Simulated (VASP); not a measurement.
Runs of VASP 6.6.1 on InGa3As4. The structure is that of space group Pmm2 (No. 25), or close to it. The cells are those of the table. 

| level | potentials or basis | cell | cutoff (eV) | gap on the mesh (eV) | pressure (GPa) | largest force (eV/Å) |
| --- | --- | --- | --- | --- | --- | --- |
| PBE | VASP PAW PBE potentials, release 64 (Ga_d, As_d, In_d) | a = 4.052, b = 8.121, c = 5.740 Å, 8 atoms | 600 | 0.24 | 4.1 | 0.07 |
| r2SCAN | VASP PAW PBE potentials, release 64 (Ga_d, As, In_d) | a = 3.997, b = 8.008, c = 5.661 Å, 8 atoms | 520 | 1.00 | 4.9 | 0.10 |
| PBE | VASP PAW PBE potentials, release 64 (Ga_d, As, In_d) | a = 4.218, b = 8.453, c = 5.974 Å, 8 atoms | 520 | 0.04 | (b) | 0.08 |
| PBE | VASP PAW PBE potentials, release 64 (Ga_d, As, In_d) | a = 4.177, b = 8.373, c = 5.917 Å, 8 atoms | 520 | 0.04 | (a) | 0.04 |
| r2SCAN | VASP PAW PBE potentials, release 64 (Ga_d, As, In_d) | a = 4.080, b = 8.175, c = 5.779 Å, 8 atoms | 520 | (c) | 0.1 | 0.01 |

Alike in all rows: task single point; no spin polarisation; k mesh 6 × 4 × 4; smearing fermi-dirac 0.02 eV.

Task: Fill in the values left out.

Result: (a) -1.4; (b) -2.8; (c) 0.56.

Caveats: spin-orbit coupling is left out, which moves the levels of the heavy elements; the cell stands under pressure (at least some runs); the PAW data sets were made with another functional, which shifts forces and pressure a little (at least some runs).

A k mesh can miss the band edges, and the runs leave out spin-orbit coupling on As, Ga, In.

The runs don't all hold the same shells in valence.
